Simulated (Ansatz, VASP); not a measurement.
## One calculation of Si2Bi, two programs

```
Si Bi
1.0
     4.41784    0.00000    0.00000
    -2.20892    3.82596    0.00000
     0.00000    0.00000   10.11912
Si Bi
4 2
Direct
  0.33333 0.66667 0.86103
  0.66667 0.33333 0.36103
  0.66667 0.33333 0.13897
  0.33333 0.66667 0.63897
  0.00000 0.00000 0.00000
  0.00000 0.00000 0.50000
```

Alike in both runs: functional PBE; k mesh 6 × 6 × 2; occupations gaussian, width 0.1 eV; no spin polarisation.

Ansatz relaxed the structure, and its values are those at the end. VASP's run is a single point on that final structure, the one shown.

```csv
,VASP,Ansatz
version,VASP 6.6.1,Ansatz 0.2.0
potentials or method,"VASP PAW PBE potentials, release 64 (Si, Bi_d), cutoff 520 eV","scalar-relativistic, plane waves, PAW"
valence electrons in the cell,46,46
```

|  | VASP | Ansatz | Ansatz less VASP |
| --- | --- | --- | --- |
| gap on the k mesh at the Fermi level (eV) | none | none | - |
| pressure (GPa) | 0.0 | 0.0 | +0.04 |

A gap of «none» marks a metal or a gap that the smearing closes. The functional is the same, so the differences come from potentials, cutoffs and numerics.

Neither program's run includes spin-orbit coupling.
